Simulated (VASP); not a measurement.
Ba, 2 atoms in the cell. The structure is hexagonal, space group P6_3/mmc (No. 194). Conventional cell: a = 4.259 Å, b = 4.259 Å, c = 6.910 Å, α = 90.00°, β = 90.00°, γ = 120.00°. Within 5.6 Å of Ba (site symmetry -6m2) lie 12 Ba at 4.24 to 4.26 Å. This isn't the form of Ba at room conditions, which is bcc.

- Program: VASP 6.6.1
- Task: relaxation of cell and atoms
- Functional: LDA
- Potentials or basis: VASP PAW LDA potentials, release 64 (Ba_sv)
- Cutoff: 600 eV
- k mesh: 10 × 10 × 6
- Occupations: fermi-dirac, width 0.1 eV
- Spin: no spin polarisation
- Target pressure: -0.15 GPa
- Dipole correction: no
- Further INCAR settings: ALGO = Normal; EDIFF = 1e-06; IBRION = 2; EDIFFG = -0.005; NSW = 32; ISIF = 3

Potentials or basis: VASP PAW LDA potentials, release 64 (Ba_sv).

Command:

```sh
$ cat potpaw_LDA.64/Ba_sv/POTCAR > POTCAR
$ mpirun -np 1 vasp_std > vasp.out
```

Hardware: 1 thread of Intel(R) Xeon(R) 6975P-C (Granite Rapids), on a shared host.

**Question.** Estimate the wall time of this run.

**Answer.** It took 93 s on 1 thread of Intel(R) Xeon(R) 6975P-C (Granite Rapids), with other jobs on the host, peak memory 0.27 GiB. Counts: scf iterations 24, k points 56, ion steps 3.
